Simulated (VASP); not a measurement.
# LaPtBr5 (P4/mmm) in VASP: single point with PBEsol

Aim: the single point of LaPtBr5 with PBEsol.

All numbers are computed with VASP 6.6.1; they aren't measurements. Logs are shortened: lines on timing, memory, paths and dates and some standing lists are left out, and cuts for length are marked.

### Step 1. The cell of the first run

Symmetry: P4/mmm, No. 123, tetragonal system. Conventional cell: a = 4.696 Å, b = 4.696 Å, c = 7.673 Å, α = 90.00°, β = 90.00°, γ = 90.00°. La (site symmetry 4/mmm) has 12 Br at 3.25 to 3.32 Å within 4.3 Å. Within 3.9 Å of Pt (site symmetry 4/mmm) lie 10 Br at 2.84 to 3.84 Å. Br (site symmetry 2mm) has 2 Pt at 2.84 Å and 7 Br at 3.19 to 3.32 Å and 2 La at 3.25 Å within 3.7 Å. Br (site symmetry 4/mmm) has 8 Br at 3.25 Å and 4 La at 3.32 Å and 2 Pt at 3.84 Å within 4.3 Å.

### Step 2. Single point, PBEsol

Contents of INCAR:

```
PREC = Accurate
ENCUT = 520
EDIFF = 1E-7
ISMEAR = -1
SIGMA = 0.03
LREAL = False
LASPH = True
NELM = 60
ALGO = Normal
ISIF = 2
LWAVE = False
LCHARG = False
GGA = PS
NBANDS = 37
```

Contents of KPOINTS:

```
regular mesh
0
Gamma
  4 4 4
```

Contents of POSCAR:

```
LaPtBr5
1.0
    4.6964567302      0.0000000000      0.0000000000
    0.0000000000      4.6964567302      0.0000000000
    0.0000000000      0.0000000000      7.6731726610
La Pt Br
1 1 5
Direct
    0.5000000000      0.5000000000      0.0000000000
    0.0000000000      0.0000000000      0.5000000000
    0.0000000000      0.5000000000      0.2920031649
    0.0000000000      0.5000000000      0.7079968351
    0.5000000000      0.0000000000      0.2920031649
    0.5000000000      0.0000000000      0.7079968351
    0.0000000000      0.0000000000      0.0000000000
```

Potentials or basis: VASP PAW PBE potentials, release 64 (La, Pt, Br).

On the command line:

```sh
cat potpaw_PBE.64/La/POTCAR potpaw_PBE.64/Pt/POTCAR potpaw_PBE.64/Br/POTCAR > POTCAR
mpirun -np 1 vasp_std > vasp.out
```

OUTCAR:

```text
PREC = Accurate
   ENCUT = 520
   EDIFF = 1E-7
   ISMEAR = -1
   LREAL = False
   LASPH = True
   NELM = 60
   ISIF = 2
   GGA = PS

 ion  position               nearest neighbor table
   1  0.500  0.500  0.000-
   2  0.000  0.000  0.500-   3 2.84   4 2.84   5 2.84   6 2.84   3 2.84   4 2.84   5 2.84   6 2.84

   3  0.000  0.500  0.292-   2 2.84   2 2.84
   4  0.000  0.500  0.708-   2 2.84   2 2.84
   5  0.500  0.000  0.292-   2 2.84   2 2.84
   6  0.500  0.000  0.708-   2 2.84   2 2.84
   7  0.000  0.000  0.000-

  LATTYP: Found a simple tetragonal cell.
 ALAT       =     4.6964567302
 C/A-ratio  =     1.6338216451

  Lattice vectors:

 A1 = (   4.6964567302,   0.0000000000,   0.0000000000)
 A2 = (   0.0000000000,   4.6964567302,   0.0000000000)
 A3 = (   0.0000000000,   0.0000000000,   7.6731726610)

Analysis of symmetry for initial positions (statically):
=====================================================================
 Subroutine PRICEL returns:
 Original cell was already a primitive cell.

 Routine SETGRP: Setting up the symmetry group for a
 simple tetragonal supercell.

 Subroutine GETGRP returns: Found 16 space group operations
 (whereof 16 operations were pure point group operations)
 out of a pool of 16 trial point group operations.

The static configuration has the point symmetry D_4h.

Analysis of symmetry for dynamics (positions and initial velocities):
=====================================================================
 Subroutine PRICEL returns:
 Original cell was already a primitive cell.

 Routine SETGRP: Setting up the symmetry group for a
 simple tetragonal supercell.

 Subroutine GETGRP returns: Found 16 space group operations
 (whereof 16 operations were pure point group operations)
 out of a pool of 16 trial point group operations.

The dynamic configuration has the point symmetry D_4h.

 Subroutine INISYM returns: Found 16 space group operations
 (whereof 16 operations are pure point group operations),
 and found     1 'primitive' translations

----------------------------------------------------------------------------------------

                                     Primitive cell

  volume of cell :     169.2449

  direct lattice vectors                    reciprocal lattice vectors
     4.696456730  0.000000000  0.000000000     0.212926480  0.000000000  0.000000000
     0.000000000  4.696456730  0.000000000     0.000000000  0.212926480  0.000000000
     0.000000000  0.000000000  7.673172661     0.000000000  0.000000000  0.130324188

  length of vectors
     4.696456730  4.696456730  7.673172661     0.212926480  0.212926480  0.130324188

  position of ions in fractional coordinates (direct lattice)
     0.500000000  0.500000000  0.000000000
     0.000000000  0.000000000  0.500000000
     0.000000000  0.500000000  0.292003165
     0.000000000  0.500000000  0.707996835
     0.500000000  0.000000000  0.292003165
     0.500000000  0.000000000  0.707996835
     0.000000000  0.000000000  0.000000000

  ion indices of the primitive-cell ions
   primitive index   ion index
                 1           1
                 2           2
                 3           3
                 4           4
                 5           5
                 6           6
                 7           7

----------------------------------------------------------------------------------------

 KPOINTS: regular mesh

Automatic generation of k-mesh.
 Grid dimensions read from file:
 generate k-points for:    4    4    4

 Generating k-lattice:

  Cartesian coordinates                     Fractional coordinates (reciprocal lattice)
     0.053231620  0.000000000  0.000000000     0.250000000  0.000000000  0.000000000
     0.000000000  0.053231620  0.000000000     0.000000000  0.250000000  0.000000000
     0.000000000  0.000000000  0.032581047     0.000000000  0.000000000  0.250000000

  Length of vectors
     0.053231620  0.053231620  0.032581047

  Shift w.r.t. Gamma in fractional coordinates (k-lattice)
     0.000000000  0.000000000  0.000000000

 Subroutine IBZKPT returns following result:
 ===========================================

 Found     18 irreducible k-points:

 Following reciprocal coordinates:
            Coordinates               Weight
  0.000000  0.000000  0.000000      1.000000
  0.250000  0.000000  0.000000      4.000000
  0.500000  0.000000  0.000000      2.000000
  0.250000  0.250000  0.000000      4.000000
  0.500000  0.250000  0.000000      4.000000
  0.500000  0.500000  0.000000      1.000000
[... 10 lines left out ...]
  0.500000  0.250000  0.500000      4.000000
  0.500000  0.500000  0.500000      1.000000
   k-points           NKPTS =     18   k-points in BZ     NKDIM =     18   number of bands    NBANDS=     37
   number of dos      NEDOS =    301   number of ions     NIONS =      7
   total plane-waves  NPLWV =  77760
   dimension x,y,z NGX =    36 NGY =   36 NGZ =   60
   dimension x,y,z NGXF=    72 NGYF=   72 NGZF=  120
   ions per type =               1   1   5
   NGX,Y,Z   is equivalent  to a cutoff of  12.74, 12.74, 13.00 a.u.
   NGXF,Y,Z  is equivalent  to a cutoff of  25.49, 25.49, 26.00 a.u.
 SYSTEM =  unknown system
   PREC   = accura    normal or accurate (medium, high low for compatibility)
   ISTART =      0    job   : 0-new  1-cont  2-samecut
   ICHARG =      2    charge: 1-file 2-atom 10-const
   ISPIN  =      1    spin polarized calculation?
   LNONCOLLINEAR =      F non collinear calculations
   LSORBIT =      F    spin-orbit coupling
   LASPH  =      T    aspherical Exc in radial PAW
   ENCUT  =  520.0 eV  38.22 Ry    6.18 a.u.   8.73  8.73 14.27*2*pi/ulx,y,z
   NELM   =     60;   NELMIN=  2; NELMDL= -5     # of ELM steps
   EDIFF  = 0.1E-06   stopping-criterion for ELM
   LREAL  =      F    real-space projection
   EDIFFG = 0.1E-05   stopping-criterion for IOM
   NSW    =      0    number of steps for IOM
   IBRION =     -1    ionic relax: 0-MD 1-quasi-New 2-CG
   NFREE  =      0    steps in history (QN), initial steepest desc. (CG)
   ISIF   =      2    stress and relaxation
   ISYM   =      2    0-nonsym 1-usesym 2-fastsym
   POTIM  = 0.5000    time-step for ionic-motion
   TEBEG  =    0.0;   TEEND  =   0.0 temperature during run
   PSTRESS=    0.0 pullay stress
   NELECT =      56.0000    total number of electrons
   NUPDOWN=      -1.0000    fix difference up-down
   EMIN   =  10.00;   EMAX   =-10.00  energy-range for DOS
   EFERMI =   0.00;   METHOD = LEGACY
   ISMEAR =    -1;   SIGMA  =   0.03  broadening in eV -4-tet -1-fermi 0-gaus
   EFERMI_NEDOS =   21; number of points for ismear=-14 and -15
   IALGO  =     38    algorithm
   IMIX   =      4    mixing-type and parameters
     AMIX     =   0.40;   BMIX     =  1.00
     AMIX_MAG =   1.60;   BMIX_MAG =  1.00
  volume/ion in A,a.u.               =      24.18       163.16
  Fermi-wavevector in a.u.,A,eV,Ry     =   1.132311  2.139757 17.444406  1.282128
  Thomas-Fermi vector in A             =   2.269012
   LORBIT       =      0    0 simple, 1 ext, 2 COOP (PROOUT), +10 PAW based schemes
   GGA     = PS    functional components
   LHFCALC =     F    Hartree Fock is set to
   AEXX    =    0.0000 exact exchange contribution
   IVDW    =     0    specifies the selected vdW correction
   LEPSILON=     F    determine dielectric tensor
   LRPA    =     F    only Hartree local field effects (RPA)
 non-spin polarized calculation
  energy-cutoff  :      520.00
  volume of cell :      169.24
 maximum number of plane-waves:      4592
 NGX is ok and might be reduce to    36
   NGX = 17   NGY = 17   NGZ = 29

 number of electron      56.0000005 magnetization

 Free energy of the ion-electron system (eV)
  ---------------------------------------------------
  ext. energy  EPLUGINS =         0.00000000
  ---------------------------------------------------
  free energy    TOTEN  =       -26.71380580 eV

  energy without entropy =      -26.68947354  energy(sigma->0) =      -26.70163967

 E-fermi :   5.3269     XC(G=0): -10.1509

 val. band max:        5.3241361802   @ k =   0.5000   0.0000   0.5000
 cond. band min:       5.3478932649   @ k =   0.5000   0.2500   0.2500
 fundamental gap:      0.0237570847
 Fermi energy:         5.3268549498

 k-point     1 :       0.0000    0.0000    0.0000
  band No.  band energies     occupation
      1     -27.9651      2.00000
      2     -11.9472      2.00000
      3     -11.6145      2.00000
      4     -11.6145      2.00000
      5     -11.0811      2.00000
      6      -9.9015      2.00000
[... 29 lines left out ...]
     36       7.0756      0.00000
     37       7.0782      0.00000

 k-point     2 :       0.2500    0.0000    0.0000
  band No.  band energies     occupation
      1     -27.9625      2.00000
      2     -11.9169      2.00000
      3     -11.8644      2.00000
      4     -11.6040      2.00000
      5     -10.6858      2.00000
      6      -9.8778      2.00000
[... 29 lines left out ...]
     36       7.1017      0.00000
     37       7.5584      0.00000

 k-point     3 :       0.5000    0.0000    0.0000
  band No.  band energies     occupation
      1     -27.9600      2.00000
      2     -12.1071      2.00000
      3     -11.7722      2.00000
      4     -11.5934      2.00000
      5     -10.1766      2.00000
      6     -10.0651      2.00000
[... 29 lines left out ...]
     36       7.0970      0.00000
     37       7.8232      0.00000

 k-point     4 :       0.2500    0.2500    0.0000
  band No.  band energies     occupation
      1     -27.9601      2.00000
      2     -11.9098      2.00000
      3     -11.7880      2.00000
      4     -11.7499      2.00000
      5     -10.4371      2.00000
      6      -9.8595      2.00000
[... 29 lines left out ...]
     36       7.0815      0.00000
     37       7.3907      0.00000
[... 443 lines left out ...]
      1     -27.9601      2.00000
      2     -11.8883      2.00000
      3     -11.8185      2.00000
      4     -11.7418      2.00000
      5     -10.2397      2.00000
      6     -10.1678      2.00000
[... 29 lines left out ...]
     36       7.1132      0.00000
     37       7.5434      0.00000

 k-point    17 :       0.5000    0.2500    0.5000
  band No.  band energies     occupation
      1     -27.9576      2.00000
      2     -11.9843      2.00000
      3     -11.7404      2.00000
      4     -11.7143      2.00000
      5     -10.1823      2.00000
      6     -10.0110      2.00000
[... 29 lines left out ...]
     36       7.0162      0.00000
     37       8.3103      0.00000

 k-point    18 :       0.5000    0.5000    0.5000
  band No.  band energies     occupation
      1     -27.9552      2.00000
      2     -11.8687      2.00000
      3     -11.8687      2.00000
      4     -11.6282      2.00000
      5     -10.1156      2.00000
      6     -10.1156      2.00000
[... 29 lines left out ...]
     36       7.0985      0.00000
     37       7.6628      0.00000

------------------------ aborting loop because EDIFF is reached ----------------------------------------

  FORCE on cell =-STRESS in cart. coord.  units (eV):
  Direction    XX          YY          ZZ          XY          YZ          ZX
  --------------------------------------------------------------------------------------
  -------------------------------------------------------------------------------------
  Total       -0.0047823     -0.0047823     -0.0332674      0.0000000      0.0000000      0.0000000
  in kB       -0.0452726     -0.0452726     -0.3149300      0.0000000      0.0000000      0.0000000
  external PRESSURE =      -0.1351584 kB  Pullay stress =       0.0000000 kB

 VOLUME and BASIS-vectors are now :
 -----------------------------------------------------------------------------
  energy-cutoff  :      520.00
  volume of cell :      169.24
      direct lattice vectors                 reciprocal lattice vectors
     4.696456730  0.000000000  0.000000000     0.212926480  0.000000000  0.000000000
     0.000000000  4.696456730  0.000000000     0.000000000  0.212926480  0.000000000
     0.000000000  0.000000000  7.673172661     0.000000000  0.000000000  0.130324188

 POSITION                                       TOTAL-FORCE (eV/Angst)
 -----------------------------------------------------------------------------------
      2.34823      2.34823      0.00000        -0.000000     -0.000000     -0.000000
      0.00000      0.00000      3.83659        -0.000000     -0.000000     -0.000000
      0.00000      2.34823      2.24059        -0.000000      0.000000     -0.002243
      0.00000      2.34823      5.43258         0.000000      0.000000      0.002243
      2.34823      0.00000      2.24059        -0.000000     -0.000000     -0.002243
      2.34823      0.00000      5.43258         0.000000     -0.000000      0.002243
      0.00000      0.00000      0.00000        -0.000000     -0.000000     -0.000000
 -----------------------------------------------------------------------------------
    total drift:                                0.000000      0.000000      0.000000

  FREE ENERGIE OF THE ION-ELECTRON SYSTEM (eV)
  ---------------------------------------------------
  free  energy   TOTEN  =       -26.7138058017 eV

  energy  without entropy=      -26.6894735444  energy(sigma->0) =      -26.70163967
```

Wall time 1.8 min (1 thread of Intel Xeon 6975P-C (Granite Rapids), shared host); peak memory 0.34 GiB.

Results:

* Free energy: -26.7138 eV
* Pressure: 0.0 GPa
* Band gap on the k mesh: zero (bands 28 and 29 overlap by 0.67 eV)

Forces in eV/Å, atoms in the order of the input:
```
La   0.000  0.000  0.000
Pt   0.000  0.000  0.000
Br   0.000  0.000 -0.002
Br   0.000  0.000  0.002
Br   0.000  0.000 -0.002
Br   0.000  0.000  0.002
Br   0.000  0.000  0.000
```

Levels at points of the mesh, in eV from the Fermi level:
```tsv
k point	band 24	band 25	band 26	band 27	band 28	band 29	band 30	band 31	band 32	band 33
(0.00, 0.00, 0.00)	-1.63	-1.63	-1.34	-0.88	0.08	0.08	0.95	1.52	1.59	1.64
(0.50, 0.00, 0.00)	-2.06	-1.39	-0.90	-0.80	-0.40	-0.15	1.31	1.54	1.56	1.58
(0.50, 0.50, 0.00)	-1.43	-1.13	-1.09	-1.07	-1.07	0.40	1.47	1.47	1.53	1.55
(0.00, 0.00, 0.50)	-2.02	-2.00	-1.79	-0.36	0.47	0.47	1.50	1.52	1.52	1.64
(0.50, 0.00, 0.50)	-2.38	-1.77	-1.57	-0.38	0.00	0.36	1.46	1.53	1.55	1.56
(0.50, 0.50, 0.50)	-1.32	-1.22	-1.18	-0.31	-0.31	0.45	1.49	1.49	1.55	1.57
```

Caveat: the PAW data sets were made with another functional, which shifts forces and pressure a little; spin-orbit coupling is left out, which moves the levels of the heavy elements.

The gap in the log of VASP goes by the Fermi energy; the results here count the filled bands.